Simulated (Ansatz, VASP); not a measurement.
# One calculation of K2Os, two programs

The input INCAR:

```
  PREC = Accurate
  ENCUT = 520
  EDIFF = 1E-7
  ISMEAR = 0
  SIGMA = 0.1
  LREAL = False
  LASPH = True
  NELM = 80
  ALGO = Normal
  ISIF = 2
  LWAVE = False
  LCHARG = False
  GGA = PE
  NBANDS = 20
```

KPOINTS

```
regular mesh
0
Gamma
  4 4 4
```

The input POSCAR:

```
K2Os
1.0
    0.0000000000      3.6661239700      3.6661239700
    3.6661239700      0.0000000000      3.6661239700
    3.6661239700      3.6661239700      0.0000000000
K Os
2 1
Direct
    0.2500000000      0.2500000000      0.2500000000
    0.7500000000      0.7500000000      0.7500000000
    0.0000000000      0.0000000000      0.0000000000
```

Input for Ansatz:

```yaml
crystal:
  lattice:
    - [0.0, 3.66612397, 3.66612397]
    - [3.66612397, 0.0, 3.66612397]
    - [3.66612397, 3.66612397, 0.0]
  atoms:
    - { symbol: K, position: [0.25, 0.25, 0.25] }
    - { symbol: K, position: [0.75, 0.75, 0.75] }
    - { symbol: Os, position: [0.0, 0.0, 0.0] }
basis:
  ecutwfc: 420
kpoints:
  mp_grid: { grid: [4, 4, 4] }
hamiltonian:
  xc: pbe
scf:
  occupations: { method: gaussian, width: 0.1 }
  lower_state_search: "off"
output:
  forces: true
  stress: true
  eigenvalues: true
```

Alike in both runs: task single point; functional PBE; k mesh 4 × 4 × 4; occupations gaussian, width 0.1 eV; no spin polarisation.

|  | VASP | Ansatz |
| --- | --- | --- |
| version | VASP 6.6.1 | Ansatz 0.2.0 |
| potentials or method | VASP PAW PBE potentials, release 64 (K_sv, Os), cutoff 520 eV | scalar-relativistic, plane waves, PAW |
| valence electrons in the cell | 26 | 34 |

VASP gave:

```
gap on the k mesh at the Fermi level (eV) : none
pressure (GPa)                            : 4.3
```

Q: What did Ansatz give for the same quantities?

A: gap on the k mesh at the Fermi level (eV): none; pressure (GPa): 4.2.

A gap of «none» marks a metal or a gap that the smearing closes. With one functional, cell and mesh, what is left measures potentials, basis and numerics. VASP's potentials hold 26 valence electrons a cell and Ansatz's 34, so a difference there can come from the potentials and not from the codes.

The k mesh is coarse, so the values compare programs but aren't converged. Neither program's run includes spin-orbit coupling.
